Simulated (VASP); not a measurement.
Here is a VASP 6.6.1 calculation.

File INCAR:

```
PREC = Accurate
ENCUT = 520
EDIFF = 1E-7
ISMEAR = 0
SIGMA = 0.15
LREAL = F
LASPH = T
NELM = 100
ALGO = Fast
ISIF = 2
LWAVE = F
LCHARG = F
GGA = PS
NBANDS = 14
```

KPOINTS

```
Automatic mesh
0
Gamma
  24 24 24
```

POSCAR

```
AlNi
1.0
    2.0490209543     -2.0490429528      0.0000000000
    2.0490209543      2.0490429528      0.0000000000
    0.0000000000      0.0000000000      2.7923718395
Al Ni
1 1
Direct
    0.0000000000      0.0000000000      0.0000000000
    0.5000000000      0.5000000000      0.5000000000
```

Potentials or basis: VASP PAW PBE potentials, release 64 (Al, Ni).

The run is started by

```bash
$ cat potpaw_PBE.64/Al/POTCAR potpaw_PBE.64/Ni/POTCAR > POTCAR
$ mpirun -np 1 vasp_std > vasp.out
```

What does it give for the band gap on the k mesh?

Zero (an odd number of electrons rules out a gap without spin polarisation).

What does it give for the pressure?

0.1 GPa.

Stress tensor (GPa, compression positive):
```
-0.99  0.00  0.00
 0.00 -0.99  0.00
 0.00  0.00  2.41
```

Caveat: the PAW data sets were made with another functional, which shifts forces and pressure a little. Spin polarisation is off, so any magnetic state and its effect on volume and gap are missing.
